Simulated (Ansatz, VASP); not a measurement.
## Two plane-wave programs on Cd

File INCAR:

```
SYSTEM = Cd
  ALGO = Normal
  EDIFF = 1E-7
  ENCUT = 520
  GGA = PE
  ISIF = 2
  ISMEAR = 0
  LASPH = .TRUE.
  LCHARG = .FALSE.
  LREAL = .FALSE.
  LWAVE = .FALSE.
  NBANDS = 12
  NELM = 60
  PREC = Accurate
  SIGMA = 0.15
```

The input KPOINTS:

```
k-points
0
G
  18 18 18
  0 0 0
```

POSCAR

```
Cd
1.0
    0.0000000000      2.3143393943      2.2541534960
    2.2541534960      0.0000000000      2.2541534960
    2.2541534960      2.3143393943      0.0000000000
Cd
1
Direct
    0.0000000000      0.0000000000      0.0000000000
```

Input for Ansatz:

```yaml
crystal:
  lattice:
    - [0.0, 2.3143393943, 2.254153496]
    - [2.254153496, 0.0, 2.254153496]
    - [2.254153496, 2.3143393943, 0.0]
  atoms:
    - { symbol: Cd, position: [0.0, 0.0, 0.0] }
basis:
  ecutwfc: 420
kpoints:
  mp_grid: { grid: [18, 18, 18] }
hamiltonian:
  xc: pbe
scf:
  occupations: { method: gaussian, width: 0.15 }
output:
  forces: true
  stress: true
  eigenvalues: true
```

Change from the starting cell: normal strain along x +0.0000, normal strain along y +0.0267.

Alike in both runs: task single point; functional PBE; k mesh 18 × 18 × 18; occupations gaussian, width 0.15 eV; no spin polarisation.

|  | VASP | Ansatz |
| --- | --- | --- |
| version | VASP 6.6.1 | Ansatz 0.2.0 |
| potentials or method | VASP PAW PBE potentials, release 64 (Cd), cutoff 520 eV | scalar-relativistic, plane waves, PAW |
| valence electrons in the cell | 12 | 20 |

```csv
,VASP,Ansatz,Ansatz less VASP
gap on the k mesh at the Fermi level (eV),none,none,-
pressure (GPa),-0.9,-1.1,-0.21
"traceless stress, the component that is largest in VASP (GPa)",-0.48,-0.47,+0.007
```

A gap of «none» marks a metal or a gap that the smearing closes. The functional is the same, so the differences come from potentials, cutoffs and numerics. VASP's potentials hold 12 valence electrons a cell and Ansatz's 20, so a difference there can come from the potentials and not from the codes.
